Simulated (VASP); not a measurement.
Wanted: the native input for a VASP 6.6.1 run.

```
Task                   : relaxation of cell and atoms
Functional             : PBE
Potentials or basis    : VASP PAW PBE potentials, release 64 (Ta_pv, N)
Cutoff                 : 600 eV
k mesh                 : 16 × 16 × 16
Occupations            : gaussian, width 0.1 eV
Spin                   : no spin polarisation
Target pressure        : 12 GPa
Dipole correction      : no
Further INCAR settings : ALGO = Normal; EDIFF = 1e-06; IBRION = 2; EDIFFG = -0.008; NSW = 70; ISIF = 3
```

The structure of TaN lies in POSCAR:

```
TaN
1.0
    0.0000000000      2.1835449915      2.1835449915
    2.1835449915      0.0000000000      2.1835449915
    2.1835449915      2.1835449915      0.0000000000
Ta N
1 1
Direct
    0.5000000000      0.5000000000      0.5000000000
    0.0000000000      0.0000000000      0.0000000000
```

The input as run:

INCAR

```
ALGO     = Normal         # electronic algorithm
EDIFF    = 1E-6           # SCF threshold, eV
EDIFFG   = -0.008         # ionic threshold
ENCUT    = 600            # plane-wave cutoff, eV
GGA      = PE             # functional
IBRION   = 2              # ionic algorithm
ISIF     = 3              # what is computed and relaxed
ISMEAR   = 0              # smearing method
LASPH    = T              # aspherical terms in the spheres
LCHARG   = F              # write CHGCAR
LREAL    = F              # projectors in reciprocal space
LWAVE    = F              # write WAVECAR
NELM     = 80             # most SCF steps
NSW      = 70             # ionic steps
PREC     = Accurate       # precision mode
PSTRESS  = 120.0        
SIGMA    = 0.1            # smearing width, eV
```

KPOINTS

```
k-points
0
Gamma
  16 16 16
```

Potentials or basis: VASP PAW PBE potentials, release 64 (Ta_pv, N).

The run is started by

```sh
$ cat potpaw_PBE.64/Ta_pv/POTCAR potpaw_PBE.64/N/POTCAR > POTCAR
$ mpirun -np 1 vasp_std > vasp.out
```

It gave:

```
Relaxed volume                                         : 10.44 Å³/atom
Relaxed cell                                           : a = 3.091 Å, b = 3.091 Å, c = 3.091 Å, α = 60.00°, β = 60.00°, γ = 60.00°
Space group after relaxing (to 0.05 Å)                 : Fm-3m (No. 225)
Energy change on relaxing (the enthalpy is what falls) : -2.2 meV/atom
Ionic steps                                            : 3
Pressure after relaxing                                : 12.0 GPa
Band gap on the k mesh                                 : zero (band 8 reaches 11.72 eV, above the bottom of band 9 at 7.60 eV)
```

Caveat: the cell is relaxed towards a set pressure, so the enthalpy falls and the energy may rise; spin-orbit coupling is left out, which moves the levels of the heavy elements.

Run time: 73 s on 1 thread of Intel(R) Xeon(R) 6975P-C (Granite Rapids), with other jobs on the host, peak memory 0.2 GiB.
